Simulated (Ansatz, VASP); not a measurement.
AlNi3: VASP and Ansatz over several settings

```
CELL_PARAMETERS angstrom
3.52305 0.00000 0.00000
0.00000 3.52305 0.00000
0.00000 0.00000 3.52305
ATOMIC_POSITIONS crystal
Ni 0.50000 0.50000 0.00000
Ni 0.50000 0.00000 0.50000
Ni 0.00000 0.50000 0.50000
Al 0.00000 0.00000 0.00000
```

Single points on this cell with VASP 6.6.1 and Ansatz 0.2.0. Each row is one pair of runs. Alike in all rows: VASP's potentials, cutoff: VASP PAW PBE potentials, release 64 (Ni, Al), 520 eV.

| level | spin | k mesh | smearing | Ansatz's potentials, cutoff | gap on the k mesh at the Fermi level (eV), VASP | gap on the k mesh at the Fermi level (eV), Ansatz | pressure (GPa), VASP | pressure (GPa), Ansatz | net moment per atom (μB), VASP | net moment per atom (μB), Ansatz |
| --- | --- | --- | --- | --- | --- | --- | --- | --- | --- | --- |
| PBE | collinear, typed start | 8 × 8 × 8 | gaussian, width 0.02 eV | Ansatz PAW, 420 eV | none | none | 7.4 | 7.4 | 0.19 | 0.21 |
| PBE | collinear, typed start | 8 × 8 × 8 | gaussian, width 0.021 eV | Ansatz PAW, 420 eV | none | none | 7.3 | 7.4 | 0.19 | 0.21 |
| PBE | collinear, typed start | 8 × 8 × 8 | gaussian, width 0.022 eV | Ansatz PAW, 420 eV | none | none | 7.4 | 7.4 | 0.19 | 0.20 |
| PBE | collinear, typed start | 8 × 8 × 8 | gaussian, width 0.023 eV | Ansatz PAW, 420 eV | none | none | 7.3 | 7.4 | 0.19 | 0.20 |
| PBE | collinear, typed start | 8 × 8 × 8 | gaussian, width 0.025 eV | Ansatz PAW, 420 eV | none | none | 7.3 | 7.4 | 0.19 | 0.20 |
| PBE | collinear, typed start | 8 × 8 × 8 | gaussian, width 0.026 eV | Ansatz PAW, 420 eV | none | none | 7.4 | 7.4 | 0.19 | 0.20 |
| r2SCAN | collinear, typed start | 8 × 8 × 8 | fermi-dirac, width 0.05 eV | Ansatz PAW, 500 eV | none | none | 0.6 | 0.5 | 0.21 | 0.22 |
| PBE | collinear, zero start | 6 × 6 × 6 | fermi-dirac, width 0.05 eV | Ansatz PAW, 420 eV | - | - | 7.2 | 7.2 | 0.00 | 0.00 |

Pressure (GPa): the two programs differ by at most 0.1; net moment per atom (μB): the two programs differ by at most 0.016.

VASP's potentials hold 33 valence electrons a cell and Ansatz's 57, so a difference there can come from the potentials and not from the codes.

A gap of «none» marks a metal or a gap that the smearing closes.

In some rows the two programs ended in different magnetic states.

Noted on Ansatz's runs: the magnetic or orbital state may not be the lowest.
